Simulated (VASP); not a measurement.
Here is a VASP 6.6.1 calculation.

Contents of INCAR:

```
PREC = Accurate ; ENCUT = 600
EDIFF = 1E-6 ; ISMEAR = 0
SIGMA = 0.1 ; LREAL = F
LASPH = T ; NELM = 100
ALGO = Fast ; ISIF = 3
LWAVE = F ; LCHARG = F
GGA = PS ; IBRION = 2
NSW = 70 ; EDIFFG = -0.008
PSTRESS = 40.0
```

Contents of KPOINTS:

```
Automatic mesh
0
Gamma
  14 14 14
```

The input POSCAR:

```
Al2Cu
1.0
   -2.0005188262      2.0005188262      2.8289160631
    2.0005188262     -2.0005188262      2.8289160631
    2.0005188262      2.0005188262     -2.8289160631
Al Cu
2 1
Direct
    0.7500000000      0.2500000000      0.5000000000
    0.2500000000      0.7500000000      0.5000000000
    0.5000000000      0.5000000000      0.0000000000
```

Potentials or basis: VASP PAW PBE potentials, release 64 (Al, Cu).

Launch:

```bash
$ cat potpaw_PBE.64/Al/POTCAR potpaw_PBE.64/Cu/POTCAR > POTCAR
$ mpirun -np 1 vasp_std > vasp.out
```

(1) Estimate the band gap on the k mesh.

(2) What does it give for the relaxed volume?

(3) What does it give for the space group after relaxing (to 0.1 Å)?

Results:

(1) zero (an odd number of electrons rules out a gap without spin polarisation).

(2) 15.12 Å³/atom.

(3) Fm-3m (No. 225).

Caveat: the cell is relaxed towards a set pressure, so the run minimises the enthalpy, not the energy; the PAW data sets were made with another functional, which shifts forces and pressure a little.
